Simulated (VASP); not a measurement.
Wanted: the native input for a VASP 6.6.1 run.

- Task: single point
- Functional: PBE
- Potentials or basis: VASP PAW PBE potentials, release 64 (Co)
- Cutoff: 520 eV
- k mesh: 6 × 6 × 6
- Occupations: gaussian, width 0.1 eV
- Spin: no spin polarisation
- Dipole correction: no
- Further INCAR settings: ALGO = Normal; EDIFF = 1e-07; NBANDS = 16

The structure of Co lies in POSCAR:

```
Co
1.0
    0.0000000000      2.4569789975      2.4569789975
    2.4569789975      0.0000000000      2.4569789975
    2.4569789975      2.4569789975      0.0000000000
Co
2
Direct
    0.5000000000      0.5000000000      0.5000000000
    0.7500000000      0.7500000000      0.7500000000
```

One way to write it, as run:

INCAR

```
PREC = Accurate
ENCUT = 520
EDIFF = 1E-7
ISMEAR = 0
SIGMA = 0.1
LREAL = F
LASPH = T
NELM = 60
ALGO = Normal
ISIF = 2
LWAVE = F
LCHARG = F
GGA = PE
NBANDS = 16
```

KPOINTS

```
regular mesh
0
Gamma
  6 6 6
```

Potentials or basis: VASP PAW PBE potentials, release 64 (Co).

Command:

```sh
$ cat potpaw_PBE.64/Co/POTCAR > POTCAR
$ mpirun -np 1 vasp_std > vasp.out
```

Results of the run:

```
Pressure               : -0.7 GPa
Band gap on the k mesh : zero (band 9 reaches 6.77 eV, above the bottom of band 10 at 6.09 eV)
```

Caveat: the k points lie up to 0.37 Å⁻¹ apart; the run has no spin polarisation, though such a crystal can be magnetic.

Run time: 12 s on 1 thread of Intel(R) Xeon(R) 6975P-C (Granite Rapids), with other jobs on the host, peak memory 0.15 GiB.
